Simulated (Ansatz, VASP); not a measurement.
**Two plane-wave programs on Al4B3P**

```
Al B P
1.0
     4.70141    0.00000    0.00000
     0.00000    4.70141    0.00000
     0.00000    0.00000    4.70141
Al B P
4 3 1
Direct
  0.00000 0.00000 0.00000
  0.50000 0.00000 0.50000
  0.50000 0.50000 0.00000
  0.00000 0.50000 0.50000
  0.50000 0.00000 0.00000
  0.00000 0.50000 0.00000
  0.00000 0.00000 0.50000
  0.50000 0.50000 0.50000
```

Alike in both runs: functional PBE; k mesh 4 × 4 × 4; occupations gaussian, width 0.2 eV; no spin polarisation.

Ansatz relaxed the structure, and its values are those at the end. VASP's run is a single point on that final structure, the one shown.

```csv
,VASP,Ansatz
version,VASP 6.6.1,Ansatz 0.2.0
potentials or method,"VASP PAW PBE potentials, release 64 (Al, B, P), cutoff 500 eV","scalar-relativistic, plane waves, PAW"
valence electrons in the cell,26,26
```

```tsv
	VASP	Ansatz	Ansatz less VASP
gap on the k mesh at the Fermi level (eV)	none	none	-
pressure (GPa)	0.0	0.1	+0.08
```

A gap of «none» marks a metal or a gap that the smearing closes. With one functional, cell and mesh, what is left measures potentials, basis and numerics.
